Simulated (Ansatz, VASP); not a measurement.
# Two plane-wave programs on NaCl

File INCAR:

```
SYSTEM = NaCl
PREC     = Accurate       ! precision mode
ENCUT    = 500            ! plane-wave cutoff, eV
EDIFF    = 1E-6           ! SCF threshold, eV
ISMEAR   = 0              ! smearing method
SIGMA    = 0.05           ! smearing width, eV
LREAL    = .False.        ! projectors in reciprocal space
LASPH    = .True.         ! aspherical terms in the spheres
NELM     = 120            ! most SCF steps
ALGO     = Normal         ! electronic algorithm
ISIF     = 2              ! what is computed and relaxed
LWAVE    = .False.        ! write WAVECAR
LCHARG   = .False.        ! write CHGCAR
GGA      = PE             ! functional
NBANDS   = 14             ! bands
GGA_COMPAT= .False.
```

Contents of KPOINTS:

```
regular mesh
0
Gamma
  8 8 8
  0 0 0
```

POSCAR

```
NaCl
1.0
    3.1970152328      0.0000000000      0.0000000000
    0.0000000000      3.1970152328      0.0000000000
    0.0000000000      0.0000000000      3.1970152328
Na Cl
1 1
Direct
    0.0000000000      0.0000000000      0.0000000000
    0.5000000000      0.5000000000      0.5000000000
```

Input for Ansatz:

```yaml
crystal:
  lattice:
    - [3.1970152328, 0.0, 0.0]
    - [0.0, 3.1970152328, 0.0]
    - [0.0, 0.0, 3.1970152328]
  atoms:
    - { symbol: Na, position: [0.0, 0.0, 0.0] }
    - { symbol: Cl, position: [0.5, 0.5, 0.5] }
basis:
  ecutwfc: 420
  ecutrho_ratio: 4
kpoints:
  mp_grid: { grid: [8, 8, 8] }
hamiltonian:
  xc: pbe
scf:
  occupations: { method: gaussian, width: 0.05 }
output:
  forces: true
  stress: true
  eigenvalues: true
```

Alike in both runs: task single point; functional PBE; k mesh 8 × 8 × 8; occupations gaussian, width 0.05 eV; no spin polarisation.

|  | VASP | Ansatz |
| --- | --- | --- |
| version | VASP 6.6.1 | Ansatz 0.2.0 |
| potentials or method | VASP PAW PBE potentials, release 64 (Na_pv, Cl), cutoff 500 eV | scalar-relativistic, plane waves, PAW |
| valence electrons in the cell | 14 | 16 |

|  | VASP | Ansatz | Ansatz less VASP |
| --- | --- | --- | --- |
| gap on the k mesh at the Fermi level (eV) | 5.13 | 5.13 | 0.000 |
| least direct gap on the mesh (eV) | 5.33 | 5.31 | -0.025 |
| pressure (GPa) | 13.6 | 13.6 | +0.06 |

With one functional, cell and mesh, what is left measures potentials, basis and numerics. VASP's potentials hold 14 valence electrons a cell and Ansatz's 16, so a difference there can come from the potentials and not from the codes.
